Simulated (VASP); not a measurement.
# Ti5H in VASP: single point with PBE

Aim: the single point of Ti5H with PBE.

Program: VASP 6.6.1. These are calculated values, not measurements. Logs are shortened: lines on timing, memory, paths and dates and some standing lists are left out, and cuts for length are marked.

## (1) The cell of the first run

The cell holds a slab with vacuum, 6 atoms: a = 2.938 Å, b = 2.938 Å, c = 24.712 Å, α = 90.00°, β = 90.00°, γ = 120.00°.

## (2) Single point, PBE

INCAR

```
SYSTEM = Ti5H
PREC = Accurate
ENCUT = 520
EDIFF = 1E-6
ISMEAR = 0
SIGMA = 0.1
LREAL = .False.
LASPH = .True.
NELM = 60
ALGO = Normal
ISIF = 2
LWAVE = .False.
LCHARG = .True.
LDIPOL = .True.
IDIPOL = 3
DIPOL = 0.5 0.5 0.391
GGA = PE
LELF = .True.
LVHAR = .True.
LVACPOTAV = .True.
NBANDS = 40
```

KPOINTS

```
Automatic mesh
0
Gamma
  9 9 1
  0 0 0
```

POSCAR

```
Ti5H
1.0
    2.9381632086      0.0000000000      0.0000000000
   -1.4690816043      2.5445239791      0.0000000000
    0.0000000000      0.0000000000     24.7117068140
Ti H
5 1
Direct
    0.6666666667      0.3333333333      0.1618666015
    0.3333333333      0.6666666667      0.2559609806
    0.6666666667      0.3333333333      0.3506708119
    0.3333333333      0.6666666667      0.4475655916
    0.6666666667      0.3333333333      0.5346335206
    0.6666666667      0.6666666667      0.5931099638
```

Potentials or basis: VASP PAW PBE potentials, release 64 (Ti_sv, H).

The run is started by

```
$ cat potpaw_PBE.64/Ti_sv/POTCAR potpaw_PBE.64/H/POTCAR > POTCAR
$ mpirun -np 1 vasp_std > vasp.out
```

OUTCAR:

```text
SYSTEM = Ti5H
   PREC = Accurate
   ENCUT = 520
   EDIFF = 1E-6
   ISMEAR = 0
   LREAL = .False.
   LASPH = .True.
   NELM = 60
   ISIF = 2
   GGA = PE

 ion  position               nearest neighbor table
   1  0.667  0.333  0.162-   2 2.88   2 2.88   2 2.88
   2  0.333  0.667  0.256-   1 2.88   1 2.88   1 2.88   3 2.89   3 2.89   3 2.89
   3  0.667  0.333  0.351-   2 2.89   2 2.89   2 2.89
   4  0.333  0.667  0.448-   5 2.74   5 2.74   5 2.74
   5  0.667  0.333  0.535-   6 1.75   4 2.74   4 2.74   4 2.74
   6  0.667  0.667  0.593-   5 1.75

  LATTYP: Found a hexagonal cell.
 ALAT       =     2.9381632086
 C/A-ratio  =     8.4105970498

  Lattice vectors:

 A1 = (   2.9381632086,   0.0000000000,   0.0000000000)
 A2 = (  -1.4690816043,   2.5445239791,   0.0000000000)
 A3 = (   0.0000000000,   0.0000000000,  24.7117068140)

Analysis of symmetry for initial positions (statically):
=====================================================================
 Subroutine PRICEL returns:
 Original cell was already a primitive cell.

 Routine SETGRP: Setting up the symmetry group for a
 hexagonal supercell.

 Subroutine GETGRP returns: Found  1 space group operations
 (whereof  1 operations were pure point group operations)
 out of a pool of 24 trial point group operations.

The static configuration has the point symmetry C_1 .

Analysis of symmetry for dynamics (positions and initial velocities):
=====================================================================
 Subroutine PRICEL returns:
 Original cell was already a primitive cell.

 Routine SETGRP: Setting up the symmetry group for a
 hexagonal supercell.

 Subroutine GETGRP returns: Found  1 space group operations
 (whereof  1 operations were pure point group operations)
 out of a pool of 24 trial point group operations.

The dynamic configuration has the point symmetry C_1 .

 Subroutine INISYM returns: Found  1 space group operations
 (whereof  1 operations are pure point group operations),
 and found     1 'primitive' translations

----------------------------------------------------------------------------------------

                                     Primitive cell

  volume of cell :     184.7503

  direct lattice vectors                    reciprocal lattice vectors
     2.938163209  0.000000000  0.000000000     0.340348690  0.196500408  0.000000000
    -1.469081604  2.544523979  0.000000000     0.000000000  0.393000816  0.000000000
     0.000000000  0.000000000 24.711706814     0.000000000  0.000000000  0.040466650

  length of vectors
     2.938163209  2.938163209 24.711706814     0.393000816  0.393000816  0.040466650

  position of ions in fractional coordinates (direct lattice)
     0.666666667  0.333333333  0.161866602
     0.333333333  0.666666667  0.255960981
     0.666666667  0.333333333  0.350670812
     0.333333333  0.666666667  0.447565592
     0.666666667  0.333333333  0.534633521
     0.666666667  0.666666667  0.593109964

  ion indices of the primitive-cell ions
   primitive index   ion index
                 1           1
                 2           2
                 3           3
                 4           4
                 5           5
                 6           6

----------------------------------------------------------------------------------------

 KPOINTS: Automatic mesh

Automatic generation of k-mesh.
 Grid dimensions read from file:
 generate k-points for:    9    9    1

 Generating k-lattice:

  Cartesian coordinates                     Fractional coordinates (reciprocal lattice)
     0.037816521  0.021833379  0.000000000     0.111111111  0.000000000  0.000000000
     0.000000000  0.043666757  0.000000000     0.000000000  0.111111111  0.000000000
     0.000000000  0.000000000  0.040466650     0.000000000  0.000000000  1.000000000

  Length of vectors
     0.043666757  0.043666757  0.040466650

  Shift w.r.t. Gamma in fractional coordinates (k-lattice)
     0.000000000  0.000000000  0.000000000

 Subroutine IBZKPT returns following result:
 ===========================================

 Found     41 irreducible k-points:

 Following reciprocal coordinates:
            Coordinates               Weight
  0.000000  0.000000  0.000000      1.000000
  0.111111 -0.000000  0.000000      2.000000
  0.000000  0.111111  0.000000      2.000000
 -0.111111  0.111111  0.000000      2.000000
  0.222222 -0.000000  0.000000      2.000000
  0.000000  0.222222  0.000000      2.000000
[... 16 lines left out ...]
  0.333333  0.111111  0.000000      2.000000
 -0.111111  0.444444  0.000000      2.000000
 [... further k-points ...]
   k-points           NKPTS =     41   k-points in BZ     NKDIM =     41   number of bands    NBANDS=     40
   number of dos      NEDOS =    301   number of ions     NIONS =      6
   total plane-waves  NPLWV = 110592
   dimension x,y,z NGX =    24 NGY =   24 NGZ =  192
   dimension x,y,z NGXF=    48 NGYF=   48 NGZF=  384
   ions per type =               5   1
   NGX,Y,Z   is equivalent  to a cutoff of  13.58, 13.58, 12.92 a.u.
   NGXF,Y,Z  is equivalent  to a cutoff of  27.16, 27.16, 25.83 a.u.
 SYSTEM =  Ti5H
   PREC   = accura    normal or accurate (medium, high low for compatibility)
   ISTART =      0    job   : 0-new  1-cont  2-samecut
   ICHARG =      2    charge: 1-file 2-atom 10-const
   ISPIN  =      1    spin polarized calculation?
   LNONCOLLINEAR =      F non collinear calculations
   LSORBIT =      F    spin-orbit coupling
   LASPH  =      T    aspherical Exc in radial PAW
   ENCUT  =  520.0 eV  38.22 Ry    6.18 a.u.   5.46  5.46 45.95*2*pi/ulx,y,z
   NELM   =     60;   NELMIN=  2; NELMDL= -5     # of ELM steps
   EDIFF  = 0.1E-05   stopping-criterion for ELM
   LREAL  =      F    real-space projection
   EDIFFG = 0.1E-04   stopping-criterion for IOM
   NSW    =      0    number of steps for IOM
   IBRION =     -1    ionic relax: 0-MD 1-quasi-New 2-CG
   NFREE  =      0    steps in history (QN), initial steepest desc. (CG)
   ISIF   =      2    stress and relaxation
   ISYM   =      2    0-nonsym 1-usesym 2-fastsym
   POTIM  = 0.5000    time-step for ionic-motion
   TEBEG  =    0.0;   TEEND  =   0.0 temperature during run
   PSTRESS=    0.0 pullay stress
   NELECT =      61.0000    total number of electrons
   NUPDOWN=      -1.0000    fix difference up-down
   EMIN   =  10.00;   EMAX   =-10.00  energy-range for DOS
   EFERMI =   0.00;   METHOD = LEGACY
   ISMEAR =     0;   SIGMA  =   0.10  broadening in eV -4-tet -1-fermi 0-gaus
   EFERMI_NEDOS =   21; number of points for ismear=-14 and -15
   IALGO  =     38    algorithm
   IMIX   =      4    mixing-type and parameters
     AMIX     =   0.40;   BMIX     =  1.00
     AMIX_MAG =   1.60;   BMIX_MAG =  1.00
  volume/ion in A,a.u.               =      30.79       207.79
  Fermi-wavevector in a.u.,A,eV,Ry     =   1.131505  2.138234 17.419579  1.280303
  Thomas-Fermi vector in A             =   2.268204
   LORBIT       =      0    0 simple, 1 ext, 2 COOP (PROOUT), +10 PAW based schemes
   GGA     = PE    functional components
   LHFCALC =     F    Hartree Fock is set to
   AEXX    =    0.0000 exact exchange contribution
   IVDW    =     0    specifies the selected vdW correction
   LEPSILON=     F    determine dielectric tensor
   LRPA    =     F    only Hartree local field effects (RPA)
 non-spin polarized calculation
 Gauss-broadening in eV      SIGMA  =   0.10
  energy-cutoff  :      520.00
  volume of cell :      184.75
 maximum number of plane-waves:      5059
 NGX is ok and might be reduce to    24
   NGX = 11   NGY = 11   NGZ = 91

 dipolmoment           0.000000      0.000000     -0.011831 electrons x Angstroem

 number of electron      60.9999991 magnetization

 dipolmoment           0.000000      0.000000      0.037493 electrons x Angstroem

 Free energy of the ion-electron system (eV)
  ---------------------------------------------------
  ext. energy  EPLUGINS =         0.00000000
  ---------------------------------------------------
  free energy    TOTEN  =       -40.97938951 eV

  energy without entropy =      -40.93405207  energy(sigma->0) =      -40.95672079

 E-fermi :   1.5019     XC(G=0):  -6.3414

 val. band max:        1.5014832860   @ k =   0.4444  -0.1111   0.0000
 cond. band min:       1.5021139336   @ k =   0.3333   0.1111   0.0000
 fundamental gap:      0.0006306476
 Fermi energy:         1.5019364990

 k-point     1 :       0.0000    0.0000    0.0000
  band No.  band energies     occupation
      1     -55.4981      2.00000
      2     -55.4693      2.00000
      3     -55.3073      2.00000
      4     -55.2584      2.00000
      5     -55.2224      2.00000
      6     -31.9970      2.00000
[... 32 lines left out ...]
     39       2.5177      0.00000
     40       2.6374      0.00000

 k-point     2 :       0.1111   -0.0000    0.0000
  band No.  band energies     occupation
      1     -55.4883      2.00000
      2     -55.4605      2.00000
      3     -55.2974      2.00000
      4     -55.2512      2.00000
      5     -55.2169      2.00000
      6     -31.9792      2.00000
[... 32 lines left out ...]
     39       2.5200      0.00000
     40       2.6419      0.00000

 k-point     3 :       0.0000    0.1111    0.0000
  band No.  band energies     occupation
      1     -55.4883      2.00000
      2     -55.4605      2.00000
      3     -55.2974      2.00000
      4     -55.2512      2.00000
      5     -55.2169      2.00000
      6     -31.9791      2.00000
[... 32 lines left out ...]
     39       2.5179      0.00000
     40       2.6401      0.00000

 k-point     4 :      -0.1111    0.1111    0.0000
  band No.  band energies     occupation
      1     -55.4883      2.00000
      2     -55.4605      2.00000
      3     -55.2974      2.00000
      4     -55.2512      2.00000
      5     -55.2169      2.00000
      6     -31.9785      2.00000
[... 32 lines left out ...]
     39       2.5193      0.00000
     40       2.6486      0.00000
[... 772 lines left out ...]
     39       3.0697      0.00000
     40       3.1634      0.00000

 k-point    23 :       0.3333    0.1111    0.0000
  band No.  band energies     occupation
      1     -55.4203      2.00000
      2     -55.3997      2.00000
      3     -55.2224      2.00000
      4     -55.2020      2.00000
      5     -55.1855      2.00000
      6     -31.9587      2.00000
[... 32 lines left out ...]
     39       3.2216      0.00000
     40       3.7578      0.00000

 k-point    24 :      -0.1111    0.4444    0.0000
  band No.  band energies     occupation
      1     -55.4203      2.00000
      2     -55.3997      2.00000
      3     -55.2224      2.00000
      4     -55.2020      2.00000
      5     -55.1855      2.00000
      6     -31.9149      2.00000
[... 32 lines left out ...]
     39       3.3142      0.00000
     40       3.7622      0.00000

 [... further k-points ...]

------------------------ aborting loop because EDIFF is reached ----------------------------------------

  FORCE on cell =-STRESS in cart. coord.  units (eV):
  Direction    XX          YY          ZZ          XY          YZ          ZX
  --------------------------------------------------------------------------------------
  -------------------------------------------------------------------------------------
  Total       -1.3992525     -0.7990892     -0.5249450     -0.2573954      1.7024941     -0.7996110
  in kB      -12.1344879     -6.9297988     -4.5523875     -2.2321641     14.7642367     -6.9343245
  external PRESSURE =      -7.8722247 kB  Pullay stress =       0.0000000 kB

 VOLUME and BASIS-vectors are now :
 -----------------------------------------------------------------------------
  energy-cutoff  :      520.00
  volume of cell :      184.75
      direct lattice vectors                 reciprocal lattice vectors
     2.938163209  0.000000000  0.000000000     0.340348690  0.196500408  0.000000000
    -1.469081604  2.544523979  0.000000000     0.000000000  0.393000816  0.000000000
     0.000000000  0.000000000 24.711706814     0.000000000  0.000000000  0.040466650

 POSITION                                       TOTAL-FORCE (eV/Angst)
 -----------------------------------------------------------------------------------
      1.46908      0.84817      4.00000        -0.000572     -0.000580      0.550981
     -0.00000      1.69635      6.32523        -0.003339      0.000805     -0.542056
      1.46908      0.84817      8.66567         0.001275     -0.009993      0.076443
     -0.00000      1.69635     11.06011        -0.040808      0.047602     -0.561160
      1.46908      0.84817     13.21171         0.673253     -1.255669      0.467529
      0.97939      1.69635     14.65676        -0.629808      1.217837      0.008263
 -----------------------------------------------------------------------------------
    total drift:                               -0.000024      0.000032      0.000022

  FREE ENERGIE OF THE ION-ELECTRON SYSTEM (eV)
  ---------------------------------------------------
  free  energy   TOTEN  =       -40.9793895149 eV

  energy  without entropy=      -40.9340520735  energy(sigma->0) =      -40.95672079

 vacuum level on the upper side and lower side of the slab         6.840         5.929
```

Run time: 11 min. Hardware: 1 thread of Intel Xeon Platinum 8559C (Emerald Rapids), shared host; peak memory 0.43 GiB.

Results:

```
Free energy            : -40.9794 eV
Largest force          : 1.500 eV/Å
Band gap on the k mesh : zero (an odd number of electrons rules out a gap without spin polarisation)
```

Forces on the atoms (eV/Å):
```
Ti  -0.001 -0.001  0.551
Ti  -0.003  0.001 -0.542
Ti   0.001 -0.010  0.076
Ti  -0.041  0.048 -0.561
Ti   0.673 -1.256  0.468
H   -0.630  1.218  0.008
```
